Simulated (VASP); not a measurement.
Write the native input for VASP 6.6.1 that does the following.

```
Task                   : single point
Functional             : PBEsol
Potentials or basis    : VASP PAW PBE potentials, release 64 (Ba_sv, Ti_sv, O)
Cutoff                 : 520 eV
k mesh                 : 4 × 2 × 2
Occupations            : fermi-dirac, width 0.146 eV
Spin                   : no spin polarisation
Dipole correction      : no
Further INCAR settings : LREAL = Auto; ALGO = Normal; EDIFF = 1e-06; NBANDS = 96
```

The structure of BaTiO3 lies in POSCAR:

```
BaTiO3
1.0
    3.9890160000      0.0000000000      0.0000000000
    0.0000000000      7.9780330000      0.0000000000
    0.0000000000      0.0000000000      7.9780330000
Ba Ti O
4 4 12
Direct
    0.4724097371      0.2453346583      0.2598244454
    0.4999067439      0.2524245011      0.7476584767
    0.4855979520      0.7529203000      0.2477094291
    0.5265847517      0.7521529430      0.7475060582
    0.0030335802     -0.0113415174      0.0015468725
   -0.0273902135     -0.0236938102      0.5015187328
    0.0019355651      0.4917035314      0.0070558745
   -0.0292247512      0.4888700009      0.5005982051
    0.5196657522      0.0025943738     -0.0231313909
    0.0150277662      0.2387048286     -0.0052689679
    0.0724574682     -0.0076263159      0.2382532135
    0.5046683192      0.0019836970      0.5095996720
    0.0656893830      0.2735157902      0.4929152336
    0.0301327445      0.0097056505      0.7191359073
    0.5208241832      0.4888720064      0.0121334419
   -0.0383061888      0.7453813490     -0.0020207989
    0.0200508095      0.4674773845      0.2503753745
    0.5399095917      0.5180047513      0.5106044309
   -0.0026402501      0.7523874619      0.4599915794
   -0.0331026499      0.5264686170      0.7542197431
```

One way to write it, as run:

INCAR

```
PREC = Accurate ; ENCUT = 520
EDIFF = 1E-6 ; ISMEAR = -1
SIGMA = 0.146 ; LREAL = Auto
LASPH = True ; NELM = 80
ALGO = Normal ; ISIF = 2
LWAVE = False ; LCHARG = True
GGA = PS ; LELF = True
LVHAR = True ; NBANDS = 96
```

KPOINTS

```
regular mesh
0
Gamma
  4 2 2
```

Potentials or basis: VASP PAW PBE potentials, release 64 (Ba_sv, Ti_sv, O).

Command:

```console
$ cat potpaw_PBE.64/Ba_sv/POTCAR potpaw_PBE.64/Ti_sv/POTCAR potpaw_PBE.64/O/POTCAR > POTCAR
$ mpirun -np 1 vasp_std > vasp.out
```

Results of the run:

- Pressure: 5.7 GPa
- Largest force: 2.687 eV/Å
- Band gap on the k mesh: 1.85 eV, indirect (least direct gap 2.07 eV)

Caveat: the PAW data sets were made with another functional, which shifts forces and pressure a little; spin-orbit coupling is left out, which moves the levels of the heavy elements.

Wall time 12 min on 1 thread of Oxide Virtual Turin-like Processor, with other jobs on the host, peak memory 0.39 GiB.
